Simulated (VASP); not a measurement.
Input of a VASP 6.6.1 run:

File INCAR:

```
SYSTEM = BaTiO3
ALGO     = Normal         ! electronic algorithm
EDIFF    = 1E-8           ! SCF threshold, eV
ENCUT    = 520            ! plane-wave cutoff, eV
GGA      = PE             ! functional
ISIF     = 2              ! what is computed and relaxed
ISMEAR   = -1             ! smearing method
LASPH    = .True.         ! aspherical terms in the spheres
LCHARG   = .False.        ! write CHGCAR
LEFG     = .True.       
LREAL    = .False.        ! projectors in reciprocal space
LWAVE    = .False.        ! write WAVECAR
NBANDS   = 28             ! bands
NELM     = 60             ! most SCF steps
PREC     = Accurate       ! precision mode
SIGMA    = 0.05           ! smearing width, eV
```

Contents of KPOINTS:

```
k-points
0
Gamma
  8 8 8
  0 0 0
```

File POSCAR:

```
BaTiO3
1.0
    3.9841000000     -0.0597615000     -0.0597615000
   -0.0852427500      2.7943630000      2.8032442500
   -0.0001312500     -2.8797370000      2.8883557500
Ba Ti O
1 1 3
Direct
    0.0000000000      0.0000000000      0.0000000000
    0.5000000000      0.5079000000      0.5079000000
    0.0000000000      0.4921000000      0.4921000000
    0.5000000000      0.5025100000      0.9937100000
    0.5000000000      0.9937100000      0.5025100000
```

Potentials or basis: VASP PAW PBE potentials, release 64 (Ba_sv, Ti_sv, O).

The run is started by

```console
$ cat potpaw_PBE.64/Ba_sv/POTCAR potpaw_PBE.64/Ti_sv/POTCAR potpaw_PBE.64/O/POTCAR > POTCAR
$ mpirun -np 1 vasp_std > vasp.out
```

**Question.** Predict the largest force.

**Answer.** 0.238 eV/Å.

**Question.** Estimate the pressure.

**Answer.** 4.1 GPa.

**Question.** What does it give for the band gap on the k mesh?

**Answer.** 1.67 eV, indirect (least direct gap 1.79 eV).

Stress tensor (GPa, compression positive):
```
4.72 3.82 3.82
3.82 4.13 2.97
3.82 2.97 3.41
```

Caveat: the cell differs from its parent crystal (equal xy, yz and zx shear strains of -3 %); without QUAD_EFG the Cq values of the log hold for a quadrupole moment of 1 mb, not for the nuclei; spin-orbit coupling is left out, which moves the levels of the heavy elements. A k mesh can miss the band edges.
